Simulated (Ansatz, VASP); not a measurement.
## Two plane-wave programs on Hf3H2

```
Hf H
1.0
     3.18841    0.00000    0.00000
    -1.59420    2.76124    0.00000
     0.00000    0.00000    7.88937
Hf H
3 2
Direct
  0.00000 0.00000 0.00000
  0.33333 0.66667 0.66162
  0.66667 0.33333 0.33838
  0.33333 0.66667 0.16215
  0.66667 0.33333 0.83785
```

Alike in both runs: functional PBE; k mesh 6 × 6 × 4; occupations gaussian, width 0.1 eV; no spin polarisation.

Ansatz relaxed the structure, and its values are those at the end. VASP's run is a single point on that final structure, the one shown.

|  | VASP | Ansatz |
| --- | --- | --- |
| version | VASP 6.6.1 | Ansatz 0.2.0 |
| potentials or method | VASP PAW PBE potentials, release 64 (Hf_pv, H), cutoff 520 eV | scalar-relativistic, plane waves, PAW |
| valence electrons in the cell | 32 | 80 |

|  | VASP | Ansatz | Ansatz less VASP |
| --- | --- | --- | --- |
| gap on the k mesh at the Fermi level (eV) | none | none | - |
| pressure (GPa) | -0.6 | 0.0 | +0.61 |
| rms of the force components (eV/Å) | 0.001 | 0.006 | +0.0041 |

A gap of «none» marks a metal or a gap that the smearing closes. VASP's potentials hold 32 valence electrons a cell and Ansatz's 80, so a difference there can come from the potentials and not from the codes.

The k mesh is coarse, so the values compare programs but aren't converged. Neither program's run includes spin-orbit coupling.
